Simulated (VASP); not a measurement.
# SiO2 (P4_12_12) in VASP: a series of runs, part 2 of 2

VASP 6.6.1. Earlier steps stand in the parts before.

**3. Electric field gradients, PBE**

INCAR

```
PREC = Accurate
ENCUT = 520
EDIFF = 1E-8
ISMEAR = -1
SIGMA = 0.02
LREAL = Auto
LASPH = T
NELM = 100
ALGO = Normal
ISIF = 2
LWAVE = F
LCHARG = F
GGA = PE
LEFG = T
NELECT = 193.0
NBANDS = 120
```

KPOINTS

```
Automatic mesh
0
Gamma
  4 4 3
```

POSCAR

```
SiO2
1.0
    7.4640000000      0.0000000000      0.0000000000
    0.0000000000      7.4640000000      0.0000000000
    0.0000000000      0.0000000000      8.6200000000
Si O
12 24
Direct
    0.4301243326      0.4301243326      0.0000000000
    0.0698756674      0.9301243326      0.2500000000
    0.5698756674      0.5698756674      0.5000000000
    0.9301243326      0.0698756674      0.7500000000
    0.3740698031      0.1521827862      0.2343962426
    0.3478172138      0.8740698031      0.4843962426
    0.6259301969      0.8478172138      0.7343962426
    0.6521827862      0.1259301969      0.9843962426
    0.8740698031      0.3478172138      0.5156037574
    0.8478172138      0.6259301969      0.2656037574
    0.1259301969      0.6521827862      0.0156037574
    0.1521827862      0.3740698031      0.7656037574
    0.3704316603      0.3589065311      0.1746182848
    0.1410934689      0.8704316603      0.4246182848
    0.6295683397      0.6410934689      0.6746182848
    0.8589065311      0.1295683397      0.9246182848
    0.8704316603      0.1410934689      0.5753817152
    0.6410934689      0.6295683397      0.3253817152
    0.1295683397      0.8589065311      0.0753817152
    0.3589065311      0.3704316603      0.8253817152
    0.1510761199      0.1301741697      0.2263200713
    0.3698258303      0.6510761199      0.4763200713
    0.8489238801      0.8698258303      0.7263200713
    0.6301741697      0.3489238801     -0.0236799287
    0.6510761199      0.3698258303      0.5236799287
    0.8698258303      0.8489238801      0.2736799287
    0.3489238801      0.6301741697      1.0236799287
    0.1301741697      0.1510761199      0.7736799287
    0.4246762443      0.0537796003      0.3962288868
    0.4462203997      0.9246762443      0.6462288868
    0.5753237557      0.9462203997      0.8962288868
    0.5537796003      0.0753237557      0.1462288868
    0.9246762443      0.4462203997      0.3537711132
    0.9462203997      0.5753237557      0.1037711132
    0.0753237557      0.5537796003      0.8537711132
    0.0537796003      0.4246762443      0.6037711132
```

Potentials or basis: VASP PAW PBE potentials, release 64 (Si, O).

Launch:

```
cat potpaw_PBE.64/Si/POTCAR potpaw_PBE.64/O/POTCAR > POTCAR
mpirun -np 1 vasp_std > vasp.out
```

OUTCAR:

```text
PREC = Accurate
   ENCUT = 520
   EDIFF = 1E-8
   ISMEAR = -1
   LREAL = Auto
   LASPH = T
   NELM = 100
   ISIF = 2
   GGA = PE
   NELECT = 193.0

 ion  position               nearest neighbor table
   1  0.430  0.430  0.000-  24 1.62  27 1.62  13 1.66  20 1.66   8 2.81  11 2.81   5 2.93  12 2.93

   2  0.070  0.930  0.250-  21 1.62  26 1.62  14 1.66  19 1.66   5 2.81  10 2.81   6 2.93  11 2.93

   3  0.570  0.570  0.500-  22 1.62  25 1.62  15 1.66  18 1.66   6 2.81   9 2.81   7 2.93  10 2.93
[... 41 lines left out ...]
  35  0.075  0.554  0.854-  11 1.62  12 1.64
  36  0.054  0.425  0.604-  12 1.62   9 1.64

  LATTYP: Found a simple tetragonal cell.
 ALAT       =     7.4640000000
 C/A-ratio  =     1.1548767417

  Lattice vectors:

 A1 = (   7.4640000000,   0.0000000000,   0.0000000000)
 A2 = (   0.0000000000,   7.4640000000,   0.0000000000)
 A3 = (   0.0000000000,   0.0000000000,   8.6200000000)

Analysis of symmetry for initial positions (statically):
=====================================================================
 Subroutine PRICEL returns:
 Original cell was already a primitive cell.

 Routine SETGRP: Setting up the symmetry group for a
 simple tetragonal supercell.

 Subroutine GETGRP returns: Found  8 space group operations
 (whereof  2 operations were pure point group operations)
 out of a pool of 16 trial point group operations.

The static configuration has the point symmetry C_2 .
 The point group associated with its full space group is D_4 .

Analysis of symmetry for dynamics (positions and initial velocities):
=====================================================================
 Subroutine PRICEL returns:
 Original cell was already a primitive cell.

 Routine SETGRP: Setting up the symmetry group for a
 simple tetragonal supercell.

 Subroutine GETGRP returns: Found  8 space group operations
 (whereof  2 operations were pure point group operations)
 out of a pool of 16 trial point group operations.

The dynamic configuration has the point symmetry C_2 .
 The point group associated with its full space group is D_4 .

 Subroutine INISYM returns: Found  8 space group operations
 (whereof  2 operations are pure point group operations),
 and found     1 'primitive' translations

----------------------------------------------------------------------------------------

                                     Primitive cell

  volume of cell :     480.2314

  direct lattice vectors                    reciprocal lattice vectors
     7.464000000  0.000000000  0.000000000     0.133976420  0.000000000  0.000000000
     0.000000000  7.464000000  0.000000000     0.000000000  0.133976420  0.000000000
     0.000000000  0.000000000  8.620000000     0.000000000  0.000000000  0.116009281

  length of vectors
     7.464000000  7.464000000  8.620000000     0.133976420  0.133976420  0.116009281

  position of ions in fractional coordinates (direct lattice)
     0.430124333  0.430124333  0.000000000
[... 158 lines left out ...]
   GGA     = PE    functional components
[... 5 lines left out ...]
 non-spin polarized calculation
  energy-cutoff  :      520.00
  volume of cell :      480.23
 maximum number of plane-waves:     12992
 NGX is ok and might be reduce to    56
   NGX = 27   NGY = 27   NGZ = 33

 number of electron     193.0000013 magnetization

 Free energy of the ion-electron system (eV)
  ---------------------------------------------------
  ext. energy  EPLUGINS =         0.00000000
  ---------------------------------------------------
  free energy    TOTEN  =      -264.01853437 eV

  energy without entropy =     -264.01410324  energy(sigma->0) =     -264.01631880

 E-fermi :   5.9446     XC(G=0):  -8.9579

 val. band max:        5.9343699472   @ k =   0.2500   0.2500   0.3333
 cond. band min:       6.0901212551   @ k =   0.5000   0.0000   0.0000
 fundamental gap:      0.1557513080
 Fermi energy:         5.9445575297

 k-point     1 :       0.0000    0.0000    0.0000
  band No.  band energies     occupation
      1     -18.8897      2.00000
      2     -18.4061      2.00000
      3     -18.4061      2.00000
      4     -18.3135      2.00000
      5     -17.8865      2.00000
      6     -17.7692      2.00000
[... 1321 lines left out ...]
    107       8.1208      0.00000
    108       8.1208      0.00000
 [bands above 108 left out]

------------------------ aborting loop because EDIFF is reached ----------------------------------------

  FORCE on cell =-STRESS in cart. coord.  units (eV):
  Direction    XX          YY          ZZ          XY          YZ          ZX
  --------------------------------------------------------------------------------------
  -------------------------------------------------------------------------------------
  Total       33.1567437     33.1567437     33.4837826     -0.0000000      0.0000000      0.0000000
  in kB      110.6195603    110.6195603    111.7106473     -0.0000000      0.0000000      0.0000000
  external PRESSURE =     110.9832560 kB  Pullay stress =       0.0000000 kB

 VOLUME and BASIS-vectors are now :
 -----------------------------------------------------------------------------
  energy-cutoff  :      520.00
  volume of cell :      480.23
      direct lattice vectors                 reciprocal lattice vectors
     7.464000000  0.000000000  0.000000000     0.133976420  0.000000000  0.000000000
     0.000000000  7.464000000  0.000000000     0.000000000  0.133976420  0.000000000
     0.000000000  0.000000000  8.620000000     0.000000000  0.000000000  0.116009281

 POSITION                                       TOTAL-FORCE (eV/Angst)
 -----------------------------------------------------------------------------------
      3.21045      3.21045      0.00000         0.022542      0.022542     -0.000000
      0.52155      6.94245      2.15500        -0.022542      0.022542     -0.000000
      4.25355      4.25355      4.31000        -0.022542     -0.022542     -0.000000
      6.94245      0.52155      6.46500         0.022542     -0.022542     -0.000000
      2.79206      1.13589      2.02050        -0.012648     -0.021836     -0.036843
      2.59611      6.52406      4.17550         0.021836     -0.012648     -0.036843
[... 28 lines left out ...]
      0.56222      4.13341      7.35951        -0.052994      0.117170     -0.103558
      0.40141      3.16978      5.20451         0.117170      0.052994     -0.103558
 -----------------------------------------------------------------------------------
    total drift:                                0.000000     -0.000000      0.000000

  FREE ENERGIE OF THE ION-ELECTRON SYSTEM (eV)
  ---------------------------------------------------
  free  energy   TOTEN  =      -264.0185343698 eV

  energy  without entropy=     -264.0141032371  energy(sigma->0) =     -264.01631880

 Electric field gradients (V/A^2)
---------------------------------------------------------------------
 ion       V_xx      V_yy      V_zz      V_xy      V_xz      V_yz
---------------------------------------------------------------------
   1       5.143     5.143   -10.287    62.332     4.098    -4.098
   2       5.143     5.143   -10.287   -62.332     4.098     4.098
   3       5.143     5.143   -10.287    62.332    -4.098     4.098
   4       5.143     5.143   -10.287   -62.332    -4.098    -4.098
   5     -15.900    -0.292    16.192    16.730    15.000    61.671
   6      -0.292   -15.900    16.192   -16.730   -61.671    15.000
[... 28 lines left out ...]
  35     -66.865    67.413    -0.549    -4.829     9.767    48.827
  36      67.413   -66.865    -0.549     4.829    48.827    -9.767
---------------------------------------------------------------------

 Electric field gradients after diagonalization (V/A^2)
 (convention: |V_zz| > |V_xx| > |V_yy|)
----------------------------------------------------------------------
 ion       V_xx      V_yy      V_zz     asymmetry (V_yy - V_xx)/ V_zz
----------------------------------------------------------------------
   1     -57.894    -9.581    67.475       0.716
   2     -57.894    -9.581    67.475       0.716
   3     -57.894    -9.581    67.475       0.716
   4     -57.894    -9.581    67.475       0.716
   5     -54.482   -21.128    75.609       0.441
   6     -54.482   -21.128    75.609       0.441
[... 28 lines left out ...]
  35     -69.590   -23.330    92.921       0.498
  36     -69.590   -23.330    92.921       0.498
----------------------------------------------------------------------

           NMR quadrupolar parameters

 Cq : quadrupolar parameter    Cq=e*Q*V_zz/h
 eta: asymmetry parameters     (V_yy - V_xx)/ V_zz
 Q  : nuclear electric quadrupole moment in mb (millibarn)
----------------------------------------------------------------------
 ion       Cq(MHz)       eta       Q (mb)
----------------------------------------------------------------------
   1       0.163       0.716       1.000
   2       0.163       0.716       1.000
   3       0.163       0.716       1.000
   4       0.163       0.716       1.000
   5       0.183       0.441       1.000
   6       0.183       0.441       1.000
[... 28 lines left out ...]
  35       0.225       0.498       1.000
  36       0.225       0.498       1.000
----------------------------------------------------------------------
```

Run time: 21 min. Hardware: 1 thread of AMD EPYC 7R13 (Zen 3), shared host; peak memory 0.68 GiB.

What came out:

```
Free energy   : -264.0185 eV
Largest force : 0.194 eV/Å
```

Forces in eV/Å, atoms in the order of the input:
```
Si   0.023  0.023  0.000
Si  -0.023  0.023  0.000
Si  -0.023 -0.023  0.000
Si   0.023 -0.023  0.000
Si  -0.013 -0.022 -0.037
Si   0.022 -0.013 -0.037
Si   0.013  0.022 -0.037
Si  -0.022  0.013 -0.037
Si  -0.013  0.022  0.037
Si   0.022  0.013  0.037
Si   0.013 -0.022  0.037
Si  -0.022 -0.013  0.037
O    0.023  0.119  0.143
O   -0.119  0.023  0.143
O   -0.023 -0.119  0.143
O    0.119 -0.023  0.143
O    0.023 -0.119 -0.143
O   -0.119 -0.023 -0.143
O   -0.023  0.119 -0.143
O    0.119  0.023 -0.143
O   -0.122  0.147  0.032
O   -0.147 -0.122  0.032
O    0.122 -0.147  0.032
O    0.147  0.122  0.032
O   -0.122 -0.147 -0.032
O   -0.147  0.122 -0.032
O    0.122  0.147 -0.032
O    0.147 -0.122 -0.032
O    0.053  0.117  0.104
O   -0.117  0.053  0.104
O   -0.053 -0.117  0.104
O    0.117 -0.053  0.104
O    0.053 -0.117 -0.104
O   -0.117 -0.053 -0.104
O   -0.053  0.117 -0.104
O    0.117  0.053 -0.104
```

Levels at points of the mesh, in eV from the Fermi level:
| k point | band 94 | band 95 | band 96 | band 97 | band 98 | band 99 |
| --- | --- | --- | --- | --- | --- | --- |
| (0.00, 0.00, 0.00) | -5.18 | -5.18 | -5.15 | -0.90 | 1.04 | 1.11 |
| (0.50, 0.00, 0.00) | -5.25 | -5.20 | -5.20 | 0.15 | 0.15 | 1.39 |
| (0.50, 0.50, 0.00) | -5.27 | -5.15 | -5.15 | 0.85 | 0.85 | 0.92 |

Electric field gradients, principal values (V/Å²):
```csv
atom,least,middle,greatest (by size)
1 Si,-9.581,-57.894,67.475
2 Si,-9.581,-57.894,67.475
3 Si,-9.581,-57.894,67.475
4 Si,-9.581,-57.894,67.475
5 Si,-21.128,-54.482,75.609
6 Si,-21.128,-54.482,75.609
7 Si,-21.128,-54.482,75.609
8 Si,-21.128,-54.482,75.609
9 Si,-21.128,-54.482,75.609
10 Si,-21.128,-54.482,75.609
11 Si,-21.128,-54.482,75.609
12 Si,-21.128,-54.482,75.609
13 O,-10.705,-74.324,85.029
14 O,-10.705,-74.324,85.029
15 O,-10.705,-74.324,85.029
16 O,-10.705,-74.324,85.029
17 O,-10.705,-74.324,85.029
18 O,-10.705,-74.324,85.029
19 O,-10.705,-74.324,85.029
20 O,-10.705,-74.324,85.029
21 O,-8.976,-77.267,86.243
22 O,-8.976,-77.267,86.243
23 O,-8.976,-77.267,86.243
24 O,-8.976,-77.267,86.243
25 O,-8.976,-77.267,86.243
26 O,-8.976,-77.267,86.243
27 O,-8.976,-77.267,86.243
28 O,-8.976,-77.267,86.243
29 O,-23.330,-69.590,92.921
30 O,-23.330,-69.590,92.921
31 O,-23.330,-69.590,92.921
32 O,-23.330,-69.590,92.921
33 O,-23.330,-69.590,92.921
34 O,-23.330,-69.590,92.921
35 O,-23.330,-69.590,92.921
36 O,-23.330,-69.590,92.921
```

Caveat: the cell carries a net charge on a neutralising background, which shifts energy and pressure; the cell is charged against a uniform background, so pressure and absolute levels hang on convention; without QUAD_EFG the Cq values of the log hold for a quadrupole moment of 1 mb, not for the nuclei; an odd number of electrons without spin polarisation forces a metal; a magnetic or distorted state may lie lower.
